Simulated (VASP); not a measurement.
# NaH (Fm-3m) in VASP: notebook

NaH is run at these levels: LDA; tasks: elastic constants.

All numbers are computed with VASP 6.6.1; they aren't measurements. Logs are shortened: lines on timing, memory, paths and dates and some standing lists are left out, and cuts for length are marked.

## (1) The cell of the first run

It takes space group Fm-3m (No. 225, cubic). The conventional cell has a = 4.691 Å, b = 4.691 Å, c = 4.691 Å, α = 90.00°, β = 90.00°, γ = 90.00°. Within 3.1 Å of Na (site symmetry m-3m) lie 6 H at 2.35 Å. H (site symmetry m-3m) has 6 Na at 2.35 Å within 3.1 Å.

## (2) Elastic constants, LDA

File INCAR:

```
PREC = Accurate ; ENCUT = 600
EDIFF = 1E-8 ; ISMEAR = 0
SIGMA = 0.01 ; LREAL = False
LASPH = True ; NELM = 60
ALGO = Normal ; ISIF = 3
LWAVE = False ; LCHARG = False
IBRION = 6 ; NFREE = 2
POTIM = 0.015 ; NSW = 1
```

File KPOINTS:

```
regular mesh
0
Gamma
  8 8 8
```

File POSCAR:

```
NaH
1.0
    0.0000000000      2.3455367973      2.3455367973
    2.3455367973      0.0000000000      2.3455367973
    2.3455367973      2.3455367973      0.0000000000
Na H
1 1
Direct
    0.0000000000      0.0000000000      0.0000000000
    0.5000000000      0.5000000000      0.5000000000
```

Potentials or basis: VASP PAW LDA potentials, release 64 (Na_pv, H).

Launch:

```
> cat potpaw_LDA.64/Na_pv/POTCAR potpaw_LDA.64/H/POTCAR > POTCAR
> mpirun -np 1 vasp_std > vasp.out
```

OUTCAR:

```text
PREC = Accurate
   ENCUT = 600
   EDIFF = 1E-8
   ISMEAR = 0
   LREAL = False
   LASPH = True
   NELM = 60
   ISIF = 3
   IBRION = 6
   NFREE = 2
   POTIM = 0.015
   NSW = 1

 ion  position               nearest neighbor table
   1  0.000  0.000  0.000-
   2  0.500  0.500  0.500-

  LATTYP: Found a face centered cubic cell.
 ALAT       =     4.6910735946

  Lattice vectors:

 A1 = (   0.0000000000,   2.3455367973,   2.3455367973)
 A2 = (   2.3455367973,   0.0000000000,   2.3455367973)
 A3 = (   2.3455367973,   2.3455367973,   0.0000000000)

Analysis of symmetry for initial positions (statically):
=====================================================================
 Subroutine PRICEL returns:
 Original cell was already a primitive cell.

 Routine SETGRP: Setting up the symmetry group for a
 face centered cubic supercell.

 Subroutine GETGRP returns: Found 48 space group operations
 (whereof 48 operations were pure point group operations)
 out of a pool of 48 trial point group operations.

The static configuration has the point symmetry O_h .

Analysis of symmetry for dynamics (positions and initial velocities):
=====================================================================
 Subroutine PRICEL returns:
 Original cell was already a primitive cell.

 Routine SETGRP: Setting up the symmetry group for a
 face centered cubic supercell.

 Subroutine GETGRP returns: Found 48 space group operations
 (whereof 48 operations were pure point group operations)
 out of a pool of 48 trial point group operations.

The dynamic configuration has the point symmetry O_h .

 Subroutine INISYM returns: Found 48 space group operations
 (whereof 48 operations are pure point group operations),
 and found     1 'primitive' translations

----------------------------------------------------------------------------------------

                                     Primitive cell

  volume of cell :      25.8081

  direct lattice vectors                    reciprocal lattice vectors
     0.000000000  2.345536797  2.345536797    -0.213170819  0.213170819  0.213170819
     2.345536797  0.000000000  2.345536797     0.213170819 -0.213170819  0.213170819
     2.345536797  2.345536797  0.000000000     0.213170819  0.213170819 -0.213170819

  length of vectors
     3.317089950  3.317089950  3.317089950     0.369222689  0.369222689  0.369222689

  position of ions in fractional coordinates (direct lattice)
     0.000000000  0.000000000  0.000000000
     0.500000000  0.500000000  0.500000000

  ion indices of the primitive-cell ions
   primitive index   ion index
                 1           1
                 2           2

----------------------------------------------------------------------------------------

 KPOINTS: regular mesh

Automatic generation of k-mesh.
 Grid dimensions read from file:
 generate k-points for:    8    8    8

 Generating k-lattice:

  Cartesian coordinates                     Fractional coordinates (reciprocal lattice)
    -0.026646352  0.026646352  0.026646352     0.125000000  0.000000000  0.000000000
     0.026646352 -0.026646352  0.026646352     0.000000000  0.125000000  0.000000000
     0.026646352  0.026646352 -0.026646352     0.000000000  0.000000000  0.125000000

[... 101 lines left out ...]
  ---------------------------------------------------
  ext. energy  EPLUGINS =         0.00000000
  ---------------------------------------------------
  free energy    TOTEN  =        -5.40872547 eV

  energy without entropy =       -5.40872547  energy(sigma->0) =       -5.40872547

------------------------ aborting loop because EDIFF is reached ----------------------------------------

  FORCE on cell =-STRESS in cart. coord.  units (eV):
  Direction    XX          YY          ZZ          XY          YZ          ZX
  --------------------------------------------------------------------------------------
  -------------------------------------------------------------------------------------
  Total       -0.0026779     -0.0026779     -0.0026779      0.0000000     -0.0000000      0.0000000
  in kB       -0.1662418     -0.1662418     -0.1662418      0.0000000     -0.0000000      0.0000000
  external PRESSURE =      -0.1662418 kB  Pullay stress =       0.0000000 kB
[... 89 lines left out ...]
  FREE ENERGIE OF THE ION-ELECTRON SYSTEM (eV)
  ---------------------------------------------------
  free  energy   TOTEN  =        -5.4077125551 eV

  energy  without entropy=       -5.4077125551  energy(sigma->0) =       -5.40771256

[... ionic steps 4 to 14 ...]

--------------------------------------- Ionic step       15  -------------------------------------------

 number of electron       8.0000001 magnetization

------------------------ aborting loop because EDIFF is reached ----------------------------------------
[... 67 lines left out ...]
--------------------------------------- Ionic step       17  -------------------------------------------

 number of electron       8.0000003 magnetization

 Free energy of the ion-electron system (eV)
  ---------------------------------------------------
  ext. energy  EPLUGINS =         0.00000000
  ---------------------------------------------------
  free energy    TOTEN  =        -5.40859923 eV

  energy without entropy =       -5.40859923  energy(sigma->0) =       -5.40859923

 E-fermi :  -0.8130     XC(G=0):  -8.5553

 val. band max:       -0.9174677839   @ k =   0.5000   0.2500  -0.2500
 cond. band min:       2.6275820350   @ k =   0.5000   0.0000   0.0000
 fundamental gap:      3.5450498189
 Fermi energy:        -0.8130333555

 k-point     1 :       0.0000    0.0000    0.0000
  band No.  band energies     occupation
      1     -22.9475      2.00000
      2     -22.9475      2.00000
      3     -22.9475      2.00000
      4      -4.9693      2.00000
      5      10.2791      0.00000
      6      14.9224      0.00000
      7      14.9224      0.00000
      8      14.9234      0.00000
[... 243 lines left out ...]
 k-point    24 :      -0.3750    0.2500    0.1250
  band No.  band energies     occupation
      1     -23.0595      2.00000
      2     -22.9957      2.00000
      3     -22.9736      2.00000
      4      -1.4645      2.00000
      5       3.4573      0.00000
      6       6.9495      0.00000
      7      10.3226      0.00000
      8      14.5496      0.00000

 [... further k-points ...]
[... 5 lines left out ...]
  --------------------------------------------------------------------------------------
  -------------------------------------------------------------------------------------
  Total       -0.0014552     -0.0030431     -0.0030431      0.0000000     -0.0000000      0.0000000
  in kB       -0.0903375     -0.1889160     -0.1889160      0.0000000     -0.0000000      0.0000000
  external PRESSURE =      -0.1560565 kB  Pullay stress =       0.0000000 kB
[... 17 lines left out ...]
  FREE ENERGIE OF THE ION-ELECTRON SYSTEM (eV)
  ---------------------------------------------------
  free  energy   TOTEN  =        -5.4085992338 eV

  energy  without entropy=       -5.4085992338  energy(sigma->0) =       -5.40859923

 INTERNAL STRAIN TENSORS FROM STRAINED CELLS
 ============================================

 INTERNAL STRAIN TENSOR FOR ION    1 for displacements in x,y,z  (eV/Angst):
          X           Y           Z          XY          YZ          ZX
  --------------------------------------------------------------------------------
  x     0.00000    -0.00000    -0.00000     0.00000     0.00000    -0.00000
  y     0.00000     0.00000     0.00000     0.00000    -0.00000    -0.00000
  z     0.00000     0.00000     0.00000     0.00000     0.00000    -0.00000

 INTERNAL STRAIN TENSORS FROM DISPLACED ATOMS
 ============================================

 INTERNAL STRAIN TENSOR FOR ION    1 for displacements in x,y,z  (eV/Angst):
          X           Y           Z          XY          YZ          ZX
  --------------------------------------------------------------------------------
  x     0.00000     0.00000     0.00000     0.00000     0.00000     0.00000
  y     0.00000     0.00000     0.00000     0.00000     0.00000     0.00000
  z     0.00000     0.00000     0.00000     0.00000     0.00000     0.00000

 INTERNAL STRAIN TENSOR FOR ION    2 for displacements in x,y,z  (eV/Angst):
          X           Y           Z          XY          YZ          ZX
  --------------------------------------------------------------------------------
  x     0.00000     0.00000     0.00000     0.00000     0.00000     0.00000
  y     0.00000     0.00000     0.00000     0.00000     0.00000     0.00000
  z     0.00000     0.00000     0.00000     0.00000     0.00000     0.00000

 Eigenvectors and eigenvalues of the dynamical matrix
 ----------------------------------------------------

   1 f  =   16.935229 THz   106.407180 2PiTHz  564.898422 cm-1    70.038447 meV
             X         Y         Z           dx          dy          dz
      0.000000  0.000000  0.000000    -0.175620   -0.105765   -0.000000
      2.345537  2.345537  2.345537     0.838450    0.504948   -0.000000
[... 21 lines left out ...]
   6 f/i=    0.014571 THz     0.091550 2PiTHz    0.486023 cm-1     0.060259 meV
             X         Y         Z           dx          dy          dz
      0.000000  0.000000  0.000000     0.009646   -0.190052   -0.960083
      2.345537  2.345537  2.345537     0.002020   -0.039808   -0.201097

--------------------------------------------------------------------------------------------------------

 ELASTIC MODULI CONTR FROM IONIC RELAXATION (kBar)
 Direction    XX          YY          ZZ          XY          YZ          ZX
 --------------------------------------------------------------------------------
 XX           0.0000      0.0000      0.0000      0.0000      0.0000      0.0000
 YY           0.0000      0.0000      0.0000      0.0000      0.0000      0.0000
 ZZ           0.0000      0.0000      0.0000      0.0000      0.0000      0.0000
 XY           0.0000      0.0000      0.0000      0.0000      0.0000      0.0000
 YZ           0.0000      0.0000      0.0000      0.0000      0.0000      0.0000
 ZX           0.0000      0.0000      0.0000      0.0000      0.0000      0.0000
 --------------------------------------------------------------------------------

 TOTAL ELASTIC MODULI (kBar)
 Direction    XX          YY          ZZ          XY          YZ          ZX
 --------------------------------------------------------------------------------
 XX         554.7101    131.6825    131.6825     -0.0000     -0.0000      0.0000
 YY         131.6825    554.7101    131.6825      0.0000     -0.0000     -0.0000
 ZZ         131.6825    131.6825    554.7101     -0.0000      0.0000      0.0000
 XY          -0.0000      0.0000     -0.0000    243.6743      0.0000      0.0000
 YZ          -0.0000     -0.0000      0.0000      0.0000    243.6743      0.0000
 ZX           0.0000     -0.0000      0.0000      0.0000      0.0000    243.6743
 --------------------------------------------------------------------------------
```

It took 85 s on 1 thread of Intel Xeon 6975P-C (Granite Rapids), shared host; peak memory 0.2 GiB.

What came out:

```
Elastic constants C11, C12, C44 : 55, 13, 24 GPa
Voigt bulk modulus              : 27 GPa
Highest phonon frequency at Γ   : 565 cm⁻¹
```

Phonon frequencies in cm⁻¹ (negative: imaginary):
| q point | frequencies |
| --- | --- |
| (0.000, 0.000, 0.000) | 0 0 0 565 565 565 |

Elastic tensor in Voigt notation (GPa, in the Cartesian axes of the cell as first typed):
```
55 13 13  0  0  0
13 55 13  0  0  0
13 13 55  0  0  0
 0  0  0 24  0  0
 0  0  0  0 24  0
 0  0  0  0  0 24
```

Clamped-ion elastic tensor (GPa):
```
55 13 13  0  0  0
13 55 13  0  0  0
13 13 55  0  0  0
 0  0  0 24  0  0
 0  0  0  0 24  0
 0  0  0  0  0 24
```

## (3) Elastic constants, LDA

File INCAR:

```
SYSTEM = NaH
PREC     = Accurate       ! precision mode
ENCUT    = 600            ! plane-wave cutoff, eV
EDIFF    = 1E-8           ! SCF threshold, eV
ISMEAR   = 0              ! smearing method
SIGMA    = 0.01           ! smearing width, eV
LREAL    = .FALSE.        ! projectors in reciprocal space
LASPH    = .TRUE.         ! aspherical terms in the spheres
NELM     = 100            ! most SCF steps
ALGO     = Normal         ! electronic algorithm
ISIF     = 3              ! what is computed and relaxed
LWAVE    = .FALSE.        ! write WAVECAR
LCHARG   = .FALSE.        ! write CHGCAR
GGA      = CA             ! functional
NBANDS   = 11             ! bands
IBRION   = 6              ! ionic algorithm
NFREE    = 2            
POTIM    = 0.015          ! step
NSW      = 1              ! ionic steps
```

File KPOINTS:

```
Automatic mesh
0
G
  8 8 8
  0 0 0
```

POSCAR is that of step 2.

Potentials or basis: VASP PAW LDA potentials, release 64 (Na_pv, H).

Launch:

```
> cat potpaw_LDA.64/Na_pv/POTCAR potpaw_LDA.64/H/POTCAR > POTCAR
> mpirun -np 1 vasp_std > vasp.out
```

It took 2 min on 1 thread of Intel Xeon 6975P-C (Granite Rapids), shared host; peak memory 0.21 GiB.

Results (log left out):

| Property | Result |
| --- | --- |
| Elastic constants C11, C12, C44 | 56, 14, 24 GPa |
| Voigt bulk modulus | 28 GPa |
| Highest phonon frequency at Γ | 565 cm⁻¹ |

Phonon frequencies in cm⁻¹ (negative: imaginary):
```
              q point        frequencies
(0.000, 0.000, 0.000)  0 0 0 565 565 565
```

Elastic tensor in Voigt notation (GPa, in the Cartesian axes of the cell as first typed):
```
56 14 14  0  0  0
14 56 14  0  0  0
14 14 56  0  0  0
 0  0  0 24  0  0
 0  0  0  0 24  0
 0  0  0  0  0 24
```

Clamped-ion elastic tensor (GPa):
```
56 14 14  0  0  0
14 56 14  0  0  0
14 14 56  0  0  0
 0  0  0 24  0  0
 0  0  0  0 24  0
 0  0  0  0  0 24
```
